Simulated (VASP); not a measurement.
**Cu: single point with PBEsol+D3(BJ)**

Cu:

```
CELL_PARAMETERS angstrom
0.00000 1.80750 1.80750
1.80750 0.00000 1.80750
1.80750 1.80750 0.00000
ATOMIC_POSITIONS crystal
Cu 0.00000 0.00000 0.00000
```

* Program: VASP 6.6.1
* Task: single point
* Functional: PBEsol
* Dispersion: D3(BJ)
* Potentials or basis: VASP PAW PBE potentials, release 64 (Cu)
* Cutoff: 600 eV
* k mesh: 13 × 13 × 13
* Occupations: fermi-dirac, width 0.05 eV
* Spin: no spin polarisation
* Dipole correction: no
* Further INCAR settings: ALGO = Normal; EDIFF = 1e-06; NBANDS = 12

The pressure is -13.0 GPa and the dispersion energy per atom is -0.524 eV.

Levels at points of the mesh, in eV from the Fermi level:
```tsv
k point	band 3	band 4	band 5	band 6	band 7	band 8	band 9	band 10
(0.00, 0.00, 0.00)	-3.19	-3.19	-2.36	-2.36	22.42	25.03	25.03	25.03
```

Wall time 23 s on 1 thread of Intel Xeon 8259CL, on a shared host, peak memory 0.14 GiB.

Caveat: the PAW data sets were made with another functional, which shifts forces and pressure a little; pairwise dispersion overbinds metals, which lowers pressure and volume.
